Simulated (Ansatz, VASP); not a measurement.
**V: VASP beside Ansatz**

INCAR

```
PREC = Accurate
ENCUT = 600
EDIFF = 1E-6
ISMEAR = 0
SIGMA = 0.1
LREAL = False
LASPH = True
NELM = 80
ALGO = Fast
ISIF = 3
LWAVE = False
LCHARG = False
GGA = PE
IBRION = 2
NSW = 100
EDIFFG = -0.01
```

KPOINTS

```
Automatic mesh
0
Gamma
  24 24 22
```

The input POSCAR:

```
V
1.0
    2.5907242724      0.0000000000      0.0000000000
   -1.2953621362      2.2436330341      0.0000000000
    0.0000000000      0.0000000000      2.4434413637
V
1
Direct
    0.0000000000      0.0000000000      0.5000000000
```

Input for Ansatz:

```yaml
crystal:
  lattice:
    - [2.5907242724, 0.0, 0.0]
    - [-1.2953621362, 2.2436330341, 0.0]
    - [0.0, 0.0, 2.4434413637]
  atoms:
    - { symbol: V, position: [0.0, 0.0, 0.5] }
basis:
  ecutwfc: 420
kpoints:
  mp_grid: { grid: [24, 24, 22] }
hamiltonian:
  xc: pbe
scf:
  occupations: { method: gaussian, width: 0.1 }
output:
  forces: true
  stress: true
  eigenvalues: true
  write_density: true
  write_potential: true
  elf: true
  volumetric_format: npy
relax:
  adjacent_minimum: "off"
  f_tol: 0.01
  max_steps: 80
  cell: { stress_tol: 0.05 }
```

Alike in both runs: task relaxation of cell and atoms; functional PBE; k mesh 24 × 24 × 22; occupations gaussian, width 0.1 eV; no spin polarisation.

|  | VASP | Ansatz |
| --- | --- | --- |
| version | VASP 6.6.1 | Ansatz 0.2.0 |
| potentials or method | VASP PAW PBE potentials, release 64 (V_sv), cutoff 600 eV | scalar-relativistic, plane waves, PAW |
| valence electrons in the cell | 13 | 13 |

Ansatz gave:

* gap on the k mesh at the Fermi level, each at its own relaxed structure (eV): none
* relaxed volume (Å³/atom): 14.18
* relaxed cell length with the largest relative difference (Å): 2.419

**Question.** Which values does VASP return?

**Answer.** gap on the k mesh at the Fermi level, each at its own relaxed structure (eV): none; relaxed volume (Å³/atom): 14.18; relaxed cell length with the largest relative difference (Å): 2.420.

A gap of «none» marks a metal or a gap that the smearing closes.
